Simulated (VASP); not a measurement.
Ta2N:

```
Ta N
1.0
     3.13348    0.00000    0.00000
    -1.56674    2.71367    0.00000
     0.00000    0.00000    4.90209
Ta N
2 1
Cartesian
  0.0000 1.8091 1.2486
  1.5667 0.9046 3.6535
  0.0000 0.0000 0.0000
```

Base run:

| Property | Result |
| --- | --- |
| Program | VASP 6.6.1 |
| Functional | r2SCAN |
| Potentials or basis | VASP PAW PBE potentials, release 64 (Ta_pv, N) |
| Cutoff | 520 eV |
| k mesh | 10 × 10 × 6 |
| Occupations | fermi-dirac, width 0.05 eV |
| Spin | no spin polarisation |

Its results: pressure -9.6 GPa; largest force 0.067 eV/Å.

Question: The run is repeated on the same cell with these changes: functional from r2SCAN to PBEsol. What comes out?

Answer: Pressure -13.7 GPa; largest force 0.355 eV/Å.

Caveats: the PAW data sets were made with another functional, which shifts forces and pressure a little.
